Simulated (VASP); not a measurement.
# AlSi23HO48 (a cell with a defect) in VASP: single point with r2SCAN

Aim: the single point of AlSi23HO48 (a cell with a defect) with r2SCAN.

All numbers are computed with VASP 6.6.1; they aren't measurements. Logs are shortened: lines on timing, memory, paths and dates and some standing lists are left out, and cuts for length are marked.

### Step 1. The cell of the first run

The cell holds a defect, 73 atoms: a = 9.832 Å, b = 9.832 Å, c = 10.818 Å, α = 90.00°, β = 90.00°, γ = 120.00°.

### Step 2. Single point, r2SCAN

File POSCAR:

```
AlSi23HO48
1.0
    9.8316000000      0.0000000000      0.0000000000
   -4.9158000000      8.5144150000      0.0000000000
    0.0000000000      0.0000000000     10.8182000000
Si O Al H
23 48 1 1
Direct
    0.2707910000      0.0001523800      0.1602280000
    0.0031078000      0.2738780000      0.3372560000
    0.2257670000      0.2327160000      0.0010558000
    0.2662600000      0.9963501000      0.6615830000
    0.9973292000      0.2695350000      0.8371510000
    0.2324570000      0.2240680000      0.4965950000
    0.2683800000      0.5020170000      0.1688810000
    0.0046040000      0.7704050000      0.3332450000
    0.2307490000      0.7280770000      0.9952677000
    0.9983032000      0.7660620000      0.8316270000
    0.2377440000      0.7355440000      0.4972600000
    0.7690230000      0.0099828000      0.1657910000
    0.4987680000      0.2630270000      0.3282030000
    0.7271050000      0.2349560000      0.9983316000
    0.7699370000      0.0028498000      0.6656050000
    0.4897170000      0.2690740000      0.8299280000
    0.7308480000      0.2336040000      0.5005640000
    0.7687620000      0.5019070000      0.1691910000
    0.5008740000      0.7728650000      0.3307920000
    0.7444360000      0.7446600000      0.0064547000
    0.7574780000      0.5006330000      0.6641390000
    0.5087570000      0.7701700000      0.8400500000
    0.7367760000      0.7400850000      0.4952760000
    0.0669990000      0.2014560000      0.4423840000
    0.2933680000      0.3635730000      0.1109120000
    0.1424440000      0.4380810000      0.2816240000
    0.2047280000      0.0687820000      0.0535790000
    0.3563660000      0.2834140000      0.3811320000
    0.4374350000      0.1364230000      0.2151890000
    0.0572690000      0.2009390000      0.9500830000
    0.3010870000      0.3461210000      0.6088230000
    0.1344440000      0.4335340000      0.7872490000
    0.2007330000      0.0538050000      0.5466670000
    0.3529940000      0.2961840000      0.8878520000
    0.4270900000      0.1377590000      0.7214780000
    0.0715580000      0.7136130000      0.4468100000
    0.3013150000      0.8671760000      0.0981760000
    0.1415890000      0.9302960000      0.2706040000
    0.2028910000      0.5674830000      0.0590350000
    0.3642020000      0.8036030000      0.3831170000
    0.4353540000      0.6407000000      0.2216290000
    0.0661520000      0.7023680000      0.9406990000
    0.3041460000      0.8641220000      0.6100360000
    0.1352720000      0.9272650000      0.7715610000
    0.2152660000      0.5737100000      0.5473820000
    0.3559620000      0.7787600000      0.8802220000
    0.4552200000      0.6206830000      0.7368980000
    0.5674600000      0.2010270000      0.4380930000
    0.7921120000      0.3639660000      0.1091680000
    0.6354010000      0.4319020000      0.2765330000
    0.6982380000      0.0688910000      0.0545700000
    0.8699110000      0.3055760000      0.3976290000
    0.9302700000      0.1514330000      0.2220930000
    0.5657320000      0.2155110000      0.9399210000
    0.7780370000      0.3568910000      0.6150950000
    0.6163690000      0.4405850000      0.7689160000
    0.7068080000      0.0694810000      0.5556000000
    0.8542380000      0.2926750000      0.8876010000
    0.9311320000      0.1375530000      0.7265500000
    0.5713950000      0.7143480000      0.4420600000
    0.8084990000      0.8785630000      0.1125620000
    0.6388960000      0.9375190000      0.2749870000
    0.7126420000      0.5782480000      0.0609500000
    0.8670440000      0.8013900000      0.3856450000
    0.9344440000      0.6342550000      0.2273320000
    0.5771530000      0.7178900000      0.9544130000
    0.7978400000      0.8654860000      0.6093110000
    0.6340290000      0.9297530000      0.7728060000
    0.7053340000      0.5729530000      0.5507980000
    0.8663110000      0.8003780000      0.8909460000
    0.9205510000      0.6317050000      0.7255820000
    0.2600150000      0.4856160000      0.6635380000
    0.4998186500      0.5744277200      0.7461074800
```

File INCAR.step1:

```
SYSTEM = AlSi23HO48
  PREC = Accurate
  ENCUT = 520
  ISMEAR = 0
  SIGMA = 0.02
  LREAL = Auto
  LASPH = .TRUE.
  NELM = 60
  NBANDS = 234
  GGA = PE
  ALGO = Normal
  EDIFF = 1E-4
  LWAVE = .TRUE.
  LCHARG = .FALSE.
```

File INCAR.step2:

```
SYSTEM = AlSi23HO48
  PREC = Accurate
  ENCUT = 520
  EDIFF = 1E-7
  ISMEAR = 0
  SIGMA = 0.02
  LREAL = Auto
  LASPH = .TRUE.
  NELM = 60
  ALGO = Normal
  ISIF = 2
  LWAVE = .FALSE.
  LCHARG = .TRUE.
  METAGGA = R2SCAN
  LMIXTAU = .TRUE.
  LELF = .TRUE.
  LVHAR = .TRUE.
  NBANDS = 234
  ISTART = 1
```

File KPOINTS:

```
regular mesh
0
G
  1 1 1
  0 0 0
```

Potentials or basis: VASP PAW PBE potentials, release 64 (Si, O, Al, H).

Run with:

```
cat potpaw_PBE.64/Si/POTCAR potpaw_PBE.64/O/POTCAR potpaw_PBE.64/Al/POTCAR potpaw_PBE.64/H/POTCAR > POTCAR
cp INCAR.step1 INCAR
mpirun -np 1 vasp_gam > vasp.out
cp INCAR.step2 INCAR
mpirun -np 1 vasp_gam > vasp.out
```

OUTCAR:

```text
SYSTEM = AlSi23HO48
   PREC = Accurate
   ENCUT = 520
   EDIFF = 1E-7
   ISMEAR = 0
   LREAL = Auto
   LASPH = .TRUE.
   NELM = 60
   ISIF = 2
   METAGGA = R2SCAN
   ISTART = 1

 ion  position               nearest neighbor table
   1  0.271  0.000  0.160-  29 1.62  38 1.62  37 1.63  27 1.63  13 3.04   3 3.07   9 3.07   8 3.09

   2  0.003  0.274  0.337-  26 1.62  24 1.63  52 1.63  53 1.63   7 3.05  17 3.06   6 3.07  12 3.08

   3  0.226  0.233  0.001-  30 1.62  27 1.62  25 1.63  34 1.64   5 3.02  16 3.06   7 3.06   1 3.07
[... 33 lines left out ...]
  20  0.744  0.745  0.006-  63 1.62  61 1.62  70 1.63  66 1.63  12 3.03  22 3.04  10 3.05  18 3.07

  21  0.757  0.501  0.664-  55 1.61  71 1.61  69 1.62  56 1.65  16 3.06  23 3.07  17 3.07  10 3.09

  22  0.509  0.770  0.840-  68 1.60  46 1.61  66 1.61  47 1.71  20 3.04   9 3.05  15 3.08
  23  0.737  0.740  0.495-  60 1.62  64 1.62  69 1.63  67 1.63   8 3.05  15 3.06  19 3.07  21 3.07

  24  0.067  0.201  0.442-   2 1.63   6 1.64
  25  0.293  0.364  0.111-   7 1.63   3 1.63
  26  0.142  0.438  0.282-   2 1.62   7 1.62
  27  0.205  0.069  0.054-   3 1.62   1 1.63
  28  0.356  0.283  0.381-  13 1.62   6 1.64
  29  0.437  0.136  0.215-   1 1.62  13 1.63
[... 15 lines left out ...]
  45  0.215  0.574  0.547-  11 1.59  72 1.70
  46  0.356  0.779  0.880-  22 1.61   9 1.64
  47  0.455  0.621  0.737-  73 0.78  22 1.71  72 1.88
  48  0.567  0.201  0.438-  17 1.62  13 1.63
  49  0.792  0.364  0.109-  18 1.62  14 1.63
  50  0.635  0.432  0.277-  18 1.62  13 1.63
  51  0.698  0.069  0.055-  14 1.63  12 1.63
  52  0.870  0.306  0.398-  17 1.63   2 1.63
  53  0.930  0.151  0.222-  12 1.62   2 1.63
[... 16 lines left out ...]
  70  0.866  0.800  0.891-  20 1.63  10 1.63
  71  0.921  0.632  0.726-  21 1.61  10 1.62
  72  0.260  0.486  0.664-  45 1.70  32 1.72  31 1.72  47 1.88   5 3.04   6 3.04  11 3.14
  73  0.500  0.574  0.746-  47 0.78

  LATTYP: Found a hexagonal cell.
 ALAT       =     9.8316000000
 C/A-ratio  =     1.1003498922

  Lattice vectors:

 A1 = (   9.8316000000,   0.0000000000,   0.0000000000)
 A2 = (  -4.9158000000,   8.5144150000,   0.0000000000)
 A3 = (   0.0000000000,   0.0000000000,  10.8182000000)

Analysis of symmetry for initial positions (statically):
=====================================================================
 Subroutine PRICEL returns:
 Original cell was already a primitive cell.

 Routine SETGRP: Setting up the symmetry group for a
 hexagonal supercell.

 Subroutine GETGRP returns: Found  1 space group operations
 (whereof  1 operations were pure point group operations)
 out of a pool of 24 trial point group operations.

The static configuration has the point symmetry C_1 .

Analysis of symmetry for dynamics (positions and initial velocities):
=====================================================================
 Subroutine PRICEL returns:
 Original cell was already a primitive cell.

 Routine SETGRP: Setting up the symmetry group for a
 hexagonal supercell.

 Subroutine GETGRP returns: Found  1 space group operations
 (whereof  1 operations were pure point group operations)
 out of a pool of 24 trial point group operations.

The dynamic configuration has the point symmetry C_1 .

 Subroutine INISYM returns: Found  1 space group operations
 (whereof  1 operations are pure point group operations),
 and found     1 'primitive' translations

----------------------------------------------------------------------------------------

                                     Primitive cell

  volume of cell :     905.5950

  direct lattice vectors                    reciprocal lattice vectors
[... 171 lines left out ...]
     0.000000000  0.000000000  0.092436819     0.000000000  0.000000000  1.000000000

  Length of vectors
     0.117447877  0.117447881  0.092436819

  Shift w.r.t. Gamma in fractional coordinates (k-lattice)
     0.000000000  0.000000000  0.000000000

 Subroutine IBZKPT returns following result:
 ===========================================

 Found      1 irreducible k-points:

 Following reciprocal coordinates:
            Coordinates               Weight
  0.000000  0.000000  0.000000      1.000000
   k-points           NKPTS =      1   k-points in BZ     NKDIM =      1   number of bands    NBANDS=    234
   number of dos      NEDOS =    301   number of ions     NIONS =     73
   total plane-waves  NPLWV = 512000
   dimension x,y,z NGX =    80 NGY =   80 NGZ =   80
   dimension x,y,z NGXF=   160 NGYF=  160 NGZF=  160
   ions per type =              23  48   1   1
   NGX,Y,Z   is equivalent  to a cutoff of  13.53, 13.53, 12.29 a.u.
   NGXF,Y,Z  is equivalent  to a cutoff of  27.05, 27.05, 24.59 a.u.
 SYSTEM =  AlSi23HO48
   PREC   = accura    normal or accurate (medium, high low for compatibility)
   ISTART =      1    job   : 0-new  1-cont  2-samecut
   ICHARG =      0    charge: 1-file 2-atom 10-const
   ISPIN  =      1    spin polarized calculation?
   LNONCOLLINEAR =      F non collinear calculations
   LSORBIT =      F    spin-orbit coupling
   LASPH  =      T    aspherical Exc in radial PAW
   ENCUT  =  520.0 eV  38.22 Ry    6.18 a.u.  18.28 18.28 20.11*2*pi/ulx,y,z
   NELM   =     60;   NELMIN=  2; NELMDL=  0     # of ELM steps
   EDIFF  = 0.1E-06   stopping-criterion for ELM
   LREAL  =      T    real-space projection
   EDIFFG = 0.1E-05   stopping-criterion for IOM
   NSW    =      0    number of steps for IOM
   IBRION =     -1    ionic relax: 0-MD 1-quasi-New 2-CG
   NFREE  =      0    steps in history (QN), initial steepest desc. (CG)
   ISIF   =      2    stress and relaxation
   ISYM   =      2    0-nonsym 1-usesym 2-fastsym
   POTIM  = 0.5000    time-step for ionic-motion
   TEBEG  =    0.0;   TEEND  =   0.0 temperature during run
   PSTRESS=    0.0 pullay stress
   NELECT =     384.0000    total number of electrons
   NUPDOWN=      -1.0000    fix difference up-down
   EMIN   =  10.00;   EMAX   =-10.00  energy-range for DOS
   EFERMI =   0.00;   METHOD = LEGACY
   ISMEAR =     0;   SIGMA  =   0.02  broadening in eV -4-tet -1-fermi 0-gaus
   EFERMI_NEDOS =   21; number of points for ismear=-14 and -15
   IALGO  =     38    algorithm
   IMIX   =      4    mixing-type and parameters
     AMIX     =   0.40;   BMIX     =  1.00
     AMIX_MAG =   1.60;   BMIX_MAG =  1.00
  volume/ion in A,a.u.               =      12.41        83.72
  Fermi-wavevector in a.u.,A,eV,Ry     =   1.229912  2.324196 20.581296  1.512683
  Thomas-Fermi vector in A             =   2.364781
   LORBIT       =      0    0 simple, 1 ext, 2 COOP (PROOUT), +10 PAW based schemes
   METAGGA = R2SCAN    functional components
   LHFCALC =     F    Hartree Fock is set to
   AEXX    =    0.0000 exact exchange contribution
   IVDW    =     0    specifies the selected vdW correction
   LEPSILON=     F    determine dielectric tensor
   LRPA    =     F    only Hartree local field effects (RPA)
 non-spin polarized calculation
 Gauss-broadening in eV      SIGMA  =   0.02
  energy-cutoff  :      520.00
  volume of cell :      905.60
 maximum number of plane-waves:     12195
 NGX is ok and might be reduce to    80
   NGX = 37   NGY = 37   NGZ = 41

 number of electron     384.0000040 magnetization

 Free energy of the ion-electron system (eV)
  ---------------------------------------------------
  ext. energy  EPLUGINS =         0.00000000
  ---------------------------------------------------
  free energy    TOTEN  =      -714.99242453 eV

  energy without entropy =     -714.99242453  energy(sigma->0) =     -714.99242453

 E-fermi :   1.1268     XC(G=0):  -9.7705

 val. band max:        1.0328532553   @ k =   0.0000   0.0000   0.0000
 cond. band min:       7.1230481228   @ k =   0.0000   0.0000   0.0000
 fundamental gap:      6.0901948675
 Fermi energy:         1.1267729219

 k-point     1 :       0.0000    0.0000    0.0000
  band No.  band energies     occupation
      1     -21.7754      2.00000
      2     -19.6376      2.00000
      3     -19.2880      2.00000
      4     -19.2106      2.00000
      5     -19.1855      2.00000
      6     -19.1591      2.00000
[... 196 lines left out ...]
    203      10.2733      0.00000
    204      10.3169      0.00000
 [bands above 204 left out]

------------------------ aborting loop because EDIFF is reached ----------------------------------------

  FORCE on cell =-STRESS in cart. coord.  units (eV):
  Direction    XX          YY          ZZ          XY          YZ          ZX
  --------------------------------------------------------------------------------------
  -------------------------------------------------------------------------------------
  Total       -5.3379601     -9.8327341    -13.4843668     -6.2475835     -1.4979240      1.3190815
  in kB       -9.4439110    -17.3960583    -23.8565214    -11.0532153     -2.6501249      2.3337170
  external PRESSURE =     -16.8988302 kB  Pullay stress =       0.0000000 kB

 VOLUME and BASIS-vectors are now :
 -----------------------------------------------------------------------------
  energy-cutoff  :      520.00
  volume of cell :      905.60
      direct lattice vectors                 reciprocal lattice vectors
     9.831600000  0.000000000  0.000000000     0.101712844  0.058723941  0.000000000
    -4.915800000  8.514415000  0.000000000     0.000000000  0.117447881  0.000000000
     0.000000000  0.000000000 10.818200000     0.000000000  0.000000000  0.092436819

 POSITION                                       TOTAL-FORCE (eV/Angst)
 -----------------------------------------------------------------------------------
      2.66156      0.00130      1.73338         0.030543      0.014389     -0.015058
     -1.31577      2.33191      3.64850        -0.035009      0.046990     -0.017477
      1.07567      1.98144      0.01142         0.046166     -0.037339     -0.032086
     -2.28010      8.48334      7.15714         0.066895      0.036031      0.060381
      8.48036      2.29493      9.05647        -0.069372     -0.007470      0.033595
      1.18395      1.90781      5.37226        -0.003331     -0.065677     -0.048398
[... 65 lines left out ...]
      0.16917      4.13474      7.17829        -0.194803     -0.109030     -0.110195
      2.09025      4.89092      8.07154        17.586708    -10.368063      2.473102
 -----------------------------------------------------------------------------------
    total drift:                               -0.015037     -0.038734     -0.030964

  FREE ENERGIE OF THE ION-ELECTRON SYSTEM (eV)
  ---------------------------------------------------
  free  energy   TOTEN  =      -714.9924245294 eV

  energy  without entropy=     -714.9924245294  energy(sigma->0) =     -714.99242453
```

Wall time 25 min (1 thread of Intel Xeon Platinum 8259CL at 2.50GHz (Skylake/Cascade Lake), shared host); peak memory 1.1 GiB.

Results:

```yaml
Free_energy: -714.9924 eV
Pressure: -1.7 GPa
Largest_force: 20.565 eV/Å
Band_gap_on_the_k_mesh: 6.09 eV
```

Forces in eV/Å, atoms in the order of the input:
```
Si    0.031   0.014  -0.015
Si   -0.035   0.047  -0.017
Si    0.046  -0.037  -0.032
Si    0.067   0.036   0.060
Si   -0.069  -0.007   0.034
Si   -0.003  -0.066  -0.048
Si    0.030  -0.019   0.004
Si   -0.020   0.032  -0.004
Si   -0.072  -0.043   0.018
Si   -0.033  -0.031  -0.051
Si   -0.051  -0.007  -0.010
Si    0.043   0.012   0.017
Si   -0.003   0.033   0.004
Si   -0.073  -0.002  -0.038
Si    0.050   0.048  -0.049
Si    0.056   0.348  -0.155
Si   -0.041   0.022   0.063
Si    0.030  -0.011  -0.017
Si   -0.001   0.053  -0.014
Si    0.059  -0.059   0.000
Si   -0.195  -0.111   0.233
Si   -0.242   0.374   0.231
Si    0.048  -0.106   0.004
O     0.126   0.241  -0.123
O    -0.279  -0.004  -0.136
O     0.128  -0.221  -0.156
O     0.132   0.208   0.159
O     0.129  -0.203   0.179
O    -0.274   0.004   0.163
O     0.116   0.254  -0.174
O    -0.225  -0.006  -0.152
O     0.127  -0.243  -0.099
O     0.127   0.252   0.162
O     0.043  -0.243   0.194
O    -0.288  -0.073   0.096
O     0.159   0.209  -0.170
O    -0.261  -0.058  -0.121
O     0.132  -0.209  -0.124
O     0.159   0.224   0.111
O     0.137  -0.257   0.168
O    -0.269   0.020   0.154
O     0.144   0.239  -0.132
O    -0.281  -0.036  -0.185
O     0.138  -0.212  -0.139
O     0.069   0.234   0.102
O     0.246  -0.196   0.146
O   -17.566  10.384  -2.333
O     0.098   0.234  -0.142
O    -0.260  -0.005  -0.127
O     0.157  -0.220  -0.155
O     0.161   0.226   0.145
O     0.113  -0.269   0.100
O    -0.223  -0.023   0.158
O     0.144   0.141  -0.077
O    -0.169  -0.013  -0.251
O     0.435  -0.421  -0.120
O     0.150   0.195   0.161
O     0.170  -0.219   0.168
O    -0.269   0.011   0.135
O     0.107   0.227  -0.145
O    -0.299  -0.053  -0.167
O     0.130  -0.215  -0.145
O     0.138   0.227   0.153
O     0.111  -0.229   0.157
O    -0.272   0.043   0.134
O     0.045   0.167  -0.336
O    -0.286   0.001  -0.135
O     0.154  -0.322  -0.089
O     0.104   0.282   0.096
O     0.092  -0.215   0.179
O    -0.212   0.097   0.132
Al   -0.195  -0.109  -0.110
H    17.587 -10.368   2.473
```

Levels at points of the mesh, in eV from the valence-band top:
```csv
k point,band 190,band 191,band 192,band 193,band 194,band 195
"(0.00, 0.00, 0.00)",-0.36,-0.22,0.00,6.09,8.07,8.12
```

Caveat: the k points lie up to 0.74 Å⁻¹ apart; the PAW data sets were made with another functional, which shifts forces and pressure a little.
